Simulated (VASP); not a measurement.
Here is a VASP 6.6.1 calculation.

File INCAR:

```
SYSTEM = Al2Ru
PREC = Accurate
ENCUT = 520
EDIFF = 1E-7
ISMEAR = 0
SIGMA = 0.1
LREAL = .False.
LASPH = .True.
NELM = 80
ALGO = Fast
ISIF = 2
LWAVE = .False.
LCHARG = .False.
GGA = PS
NBANDS = 29
```

Contents of KPOINTS:

```
Automatic mesh
0
Gamma
  12 12 4
  0 0 0
```

Contents of POSCAR:

```
Al2Ru
1.0
    3.1213577632      0.0000000000      0.0000000000
    0.0000000000      3.1213577632      0.0000000000
    0.0000000000      0.0000000000      8.4231041513
Al Ru
4 2
Direct
    0.5000000000      0.5000000000      0.1590760825
    0.0000000000      0.0000000000      0.3409239175
    0.0000000000      0.0000000000      0.6590760825
    0.5000000000      0.5000000000      0.8409239175
    0.0000000000      0.0000000000      0.0000000000
    0.5000000000      0.5000000000      0.5000000000
```

Potentials or basis: VASP PAW PBE potentials, release 64 (Al, Ru_pv).

Launch:

```console
$ cat potpaw_PBE.64/Al/POTCAR potpaw_PBE.64/Ru_pv/POTCAR > POTCAR
$ mpirun -np 1 vasp_std > vasp.out
```

(1) What does it give for the pressure?

(2) What does it give for the band gap on the k mesh?

## Answers

(1) 0.1 GPa.

(2) zero (bands 20 and 21 overlap by 0.16 eV).

Caveat: the PAW data sets were made with another functional, which shifts forces and pressure a little.
